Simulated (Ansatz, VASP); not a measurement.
## SnO in VASP and in Ansatz

```xyz
4
Lattice="3.8020 0.0000 0.0000 0.0000 3.8020 -0.1901 0.0000 -0.2418 4.8360" Properties=species:S:1:pos:R:3 pbc="T T T"
Sn    0.0000    1.8433    1.0583
Sn    1.9010   -0.1841    3.6826
O     0.0000    0.0000    0.0000
O     1.9010    1.9010   -0.0950
```

Change from the starting cell: strain -0.1000 x Voigt [0, 0, 0, 1, 0, 0], atoms carried along.

Alike in both runs: task single point; functional PBEsol; dispersion D3(BJ); k mesh 12 × 12 × 10; occupations gaussian, width 0.15 eV; no spin polarisation.

|  | VASP | Ansatz |
| --- | --- | --- |
| version | VASP 6.6.1 | Ansatz 0.2.0 |
| potentials or method | VASP PAW PBE potentials, release 64 (Sn_d, O), cutoff 520 eV | scalar-relativistic, plane waves, PAW |
| valence electrons in the cell | 40 | 40 |

```tsv
	VASP	Ansatz	Ansatz less VASP
pressure (GPa)	-0.7	-0.9	-0.24
traceless stress, the component that is largest in VASP (GPa)	5.46	5.34	-0.112
rms of the force components (eV/Å)	0.339	0.315	-0.0247
```

VASP's potentials were made for PBE, not for PBEsol. Atom by atom the forces differ by 0.038 eV/Å (rms over components).
